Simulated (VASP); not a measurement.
# Tl (P6/mmm) in VASP: a series of runs

Tl is run at these levels: revPBE; tasks: single point.

Program: VASP 6.6.1. These are calculated values, not measurements. Logs are shortened: lines on timing, memory, paths and dates and some standing lists are left out, and cuts for length are marked.

### 1 The cell of the first run

It takes space group P6/mmm (No. 191, hexagonal). The conventional cell has a = 5.490 Å, b = 5.490 Å, c = 3.376 Å, α = 90.00°, β = 90.00°, γ = 120.00°. Within 4.4 Å of Tl (site symmetry 6/mmm) lie 14 Tl at 3.38 to 3.59 Å. Tl (site symmetry -6m2) has 11 Tl at 3.17 to 3.59 Å within 4.2 Å.

This isn't the form of Tl at room conditions, which is hcp.

### 2 Single point, revPBE (29.37 Å³/atom)

File INCAR:

```
  PREC = Accurate
  ENCUT = 520
  EDIFF = 1E-6
  ISMEAR = -1
  SIGMA = 0.1
  LREAL = False
  LASPH = True
  NELM = 60
  ALGO = Normal
  ISIF = 2
  LWAVE = False
  LCHARG = False
  GGA = RE
  NBANDS = 26
```

File KPOINTS:

```
regular mesh
0
Gamma
  7 7 10
```

File POSCAR:

```
Tl
1.0
    5.4899490794      0.0000000000      0.0000000000
   -2.7449745397      4.7544353682      0.0000000000
    0.0000000000      0.0000000000      3.3758243722
Tl
3
Direct
    1.0000000000      1.0000000000      1.0000000000
    0.3333333333      0.6666666667      0.5000000000
    0.6666666667      0.3333333333      0.5000000000
```

Potentials or basis: VASP PAW PBE potentials, release 64 (Tl_d).

Started as:

```console
$ cat potpaw_PBE.64/Tl_d/POTCAR > POTCAR
$ mpirun -np 1 vasp_std > vasp.out
```

OUTCAR:

```text
PREC = Accurate
   ENCUT = 520
   EDIFF = 1E-6
   ISMEAR = -1
   LREAL = False
   LASPH = True
   NELM = 60
   ISIF = 2
   GGA = RE

 ion  position               nearest neighbor table
   1  0.000  0.000  0.000-   2 3.59   3 3.59   2 3.59   3 3.59   2 3.59   2 3.59   3 3.59   3 3.59
                             3 3.59   3 3.59   2 3.59   2 3.59
   2  0.333  0.667  0.500-   3 3.17   3 3.17   3 3.17   1 3.59   1 3.59   1 3.59   1 3.59   1 3.59
                             1 3.59
   3  0.667  0.333  0.500-   2 3.17   2 3.17   2 3.17   1 3.59   1 3.59   1 3.59   1 3.59   1 3.59
                             1 3.59

  LATTYP: Found a hexagonal cell.
 ALAT       =     5.4899490794
 C/A-ratio  =     0.6149099606

  Lattice vectors:

 A1 = (   5.4899490794,   0.0000000000,   0.0000000000)
 A2 = (  -2.7449745397,   4.7544353682,   0.0000000000)
 A3 = (   0.0000000000,   0.0000000000,   3.3758243722)

Analysis of symmetry for initial positions (statically):
=====================================================================
 Subroutine PRICEL returns:
 Original cell was already a primitive cell.

 Routine SETGRP: Setting up the symmetry group for a
 hexagonal supercell.

 Subroutine GETGRP returns: Found 24 space group operations
 (whereof 24 operations were pure point group operations)
 out of a pool of 24 trial point group operations.

The static configuration has the point symmetry D_6h.

Analysis of symmetry for dynamics (positions and initial velocities):
=====================================================================
 Subroutine PRICEL returns:
 Original cell was already a primitive cell.

 Routine SETGRP: Setting up the symmetry group for a
 hexagonal supercell.

 Subroutine GETGRP returns: Found 24 space group operations
 (whereof 24 operations were pure point group operations)
 out of a pool of 24 trial point group operations.

The dynamic configuration has the point symmetry D_6h.

 Subroutine INISYM returns: Found 24 space group operations
 (whereof 24 operations are pure point group operations),
 and found     1 'primitive' translations

----------------------------------------------------------------------------------------

                                     Primitive cell

  volume of cell :      88.1144

[... 80 lines left out ...]
 SYSTEM =  unknown system
   PREC   = accura    normal or accurate (medium, high low for compatibility)
   ISTART =      0    job   : 0-new  1-cont  2-samecut
   ICHARG =      2    charge: 1-file 2-atom 10-const
   ISPIN  =      1    spin polarized calculation?
   LNONCOLLINEAR =      F non collinear calculations
   LSORBIT =      F    spin-orbit coupling
   LASPH  =      T    aspherical Exc in radial PAW
   ENCUT  =  520.0 eV  38.22 Ry    6.18 a.u.  10.21 10.21  6.28*2*pi/ulx,y,z
   NELM   =     60;   NELMIN=  2; NELMDL= -5     # of ELM steps
   EDIFF  = 0.1E-05   stopping-criterion for ELM
   LREAL  =      F    real-space projection
   EDIFFG = 0.1E-04   stopping-criterion for IOM
   NSW    =      0    number of steps for IOM
   IBRION =     -1    ionic relax: 0-MD 1-quasi-New 2-CG
   NFREE  =      0    steps in history (QN), initial steepest desc. (CG)
   ISIF   =      2    stress and relaxation
   ISYM   =      2    0-nonsym 1-usesym 2-fastsym
   POTIM  = 0.5000    time-step for ionic-motion
   TEBEG  =    0.0;   TEEND  =   0.0 temperature during run
   PSTRESS=    0.0 pullay stress
   NELECT =      39.0000    total number of electrons
   NUPDOWN=      -1.0000    fix difference up-down
   EMIN   =  10.00;   EMAX   =-10.00  energy-range for DOS
   EFERMI =   0.00;   METHOD = LEGACY
   ISMEAR =    -1;   SIGMA  =   0.10  broadening in eV -4-tet -1-fermi 0-gaus
   EFERMI_NEDOS =   21; number of points for ismear=-14 and -15
   IALGO  =     38    algorithm
   IMIX   =      4    mixing-type and parameters
     AMIX     =   0.40;   BMIX     =  1.00
     AMIX_MAG =   1.60;   BMIX_MAG =  1.00
  volume/ion in A,a.u.               =      29.37       198.21
  Fermi-wavevector in a.u.,A,eV,Ry     =   1.247615  2.357651 21.178063  1.556544
  Thomas-Fermi vector in A             =   2.381739
   LORBIT       =      0    0 simple, 1 ext, 2 COOP (PROOUT), +10 PAW based schemes
   GGA     = RE    functional components
   LHFCALC =     F    Hartree Fock is set to
   AEXX    =    0.0000 exact exchange contribution
   IVDW    =     0    specifies the selected vdW correction
   LEPSILON=     F    determine dielectric tensor
   LRPA    =     F    only Hartree local field effects (RPA)
 non-spin polarized calculation
  energy-cutoff  :      520.00
  volume of cell :       88.11
 maximum number of plane-waves:      2394
 NGX is ok and might be reduce to    42
   NGX = 21   NGY = 21   NGZ = 13

 number of electron      39.0000009 magnetization

 Free energy of the ion-electron system (eV)
  ---------------------------------------------------
  ext. energy  EPLUGINS =         0.00000000
  ---------------------------------------------------
  free energy    TOTEN  =        -5.56030770 eV

  energy without entropy =       -5.51929751  energy(sigma->0) =       -5.53980260

 E-fermi :   6.5490     XC(G=0):  -9.9632

 val. band max:        6.5476698967   @ k =   0.0000   0.0000   0.5000
 cond. band min:       6.5959287298   @ k =   0.2857   0.2857   0.1000
 fundamental gap:      0.0482588331
 Fermi energy:         6.5489961178

 k-point     1 :       0.0000    0.0000    0.0000
  band No.  band energies     occupation
      1      -5.6133      2.00000
      2      -5.2666      2.00000
      3      -5.2561      2.00000
      4      -5.2561      2.00000
      5      -5.2385      2.00000
      6      -5.0689      2.00000
[... 685 lines left out ...]
     25      13.4094      0.00000
     26      13.4405      0.00000

 [... further k-points ...]
[... 5 lines left out ...]
  --------------------------------------------------------------------------------------
  -------------------------------------------------------------------------------------
  Total        2.0215730      2.0215730      1.9667738      0.0000000      0.0000000      0.0000000
  in kB       36.7580866     36.7580866     35.7616785      0.0000000      0.0000000      0.0000000
  external PRESSURE =      36.4259506 kB  Pullay stress =       0.0000000 kB

 VOLUME and BASIS-vectors are now :
 -----------------------------------------------------------------------------
  energy-cutoff  :      520.00
  volume of cell :       88.11
      direct lattice vectors                 reciprocal lattice vectors
     5.489949079  0.000000000  0.000000000     0.182151052  0.105164959  0.000000000
    -2.744974540  4.754435368  0.000000000     0.000000000  0.210329918  0.000000000
     0.000000000  0.000000000  3.375824372     0.000000000  0.000000000  0.296223941

 POSITION                                       TOTAL-FORCE (eV/Angst)
 -----------------------------------------------------------------------------------
      0.00000      0.00000      0.00000        -0.000000      0.000000      0.000000
     -0.00000      3.16962      1.68791         0.000000     -0.000000     -0.000000
      2.74497      1.58481      1.68791        -0.000000      0.000000      0.000000
 -----------------------------------------------------------------------------------
    total drift:                                0.000000      0.000000     -0.000000

  FREE ENERGIE OF THE ION-ELECTRON SYSTEM (eV)
  ---------------------------------------------------
  free  energy   TOTEN  =        -5.5603076987 eV

  energy  without entropy=       -5.5192975096  energy(sigma->0) =       -5.53980260
```

OSZICAR:

```text
N       E                     dE             d eps       ncg     rms          rms(c)
DAV:   1     0.210212131117E+03    0.21021E+03   -0.20577E+04  2520   0.138E+03
DAV:   2    -0.122065595018E+01   -0.21143E+03   -0.20848E+03  2746   0.315E+02
DAV:   3    -0.558962551274E+01   -0.43690E+01   -0.43457E+01  2844   0.394E+01
DAV:   4    -0.561911320485E+01   -0.29488E-01   -0.29477E-01  2758   0.341E+00
DAV:   5    -0.561952057861E+01   -0.40737E-03   -0.40737E-03  2744   0.426E-01    0.381E+00
DAV:   6    -0.556923811699E+01    0.50282E-01   -0.95362E-02  2666   0.217E+00    0.265E+00
DAV:   7    -0.556092137501E+01    0.83167E-02   -0.50380E-02  2602   0.157E+00    0.776E-01
DAV:   8    -0.556027516192E+01    0.64621E-03   -0.48150E-03  2570   0.472E-01    0.444E-02
DAV:   9    -0.556029460819E+01   -0.19446E-04   -0.52981E-05  2828   0.558E-02    0.187E-02
DAV:  10    -0.556030723862E+01   -0.12630E-04   -0.13456E-05  2588   0.280E-02    0.250E-03
DAV:  11    -0.556030769872E+01   -0.46010E-06   -0.57446E-07  1426   0.608E-03
   1 F= -.55603077E+01 E0= -.55398026E+01  d E =-.410102E-01
```

stdout:

```text
POSCAR found type information on POSCAR Tl
 POSCAR found :  1 types and       3 ions
 scaLAPACK will be used
 -----------------------------------------------------------------------------
|                                                                             |
|                                                                             |
|     You enforced a specific xc type in the INCAR file but a different       |
|     I HOPE YOU KNOW WHAT YOU ARE DOING!                                     |
|                                                                             |
 -----------------------------------------------------------------------------

 LDA part: xc-table for (Slater+PW92), standard interpolation
 POSCAR, INCAR and KPOINTS ok, starting setup
 FFT: planning ... GRIDC
 FFT: planning ... GRID_SOFT
 FFT: planning ... GRID
 WAVECAR not read
 entering main loop
```

Run time: 36 s. Hardware: 1 thread of Intel Xeon 6975P-C (Granite Rapids), shared host; peak memory 0.25 GiB.

Results:

* Free energy: -5.5603 eV
* Pressure: 3.6 GPa
* Band gap on the k mesh: zero (an odd number of electrons rules out a gap without spin polarisation)

Caveat: the cell stands under pressure; the PAW data sets were made with another functional, which shifts forces and pressure a little; spin-orbit coupling is left out, which moves the levels of the heavy elements.

[end of part 1 of 2]

The gap in the log of VASP goes by the Fermi energy; the results here count the filled bands.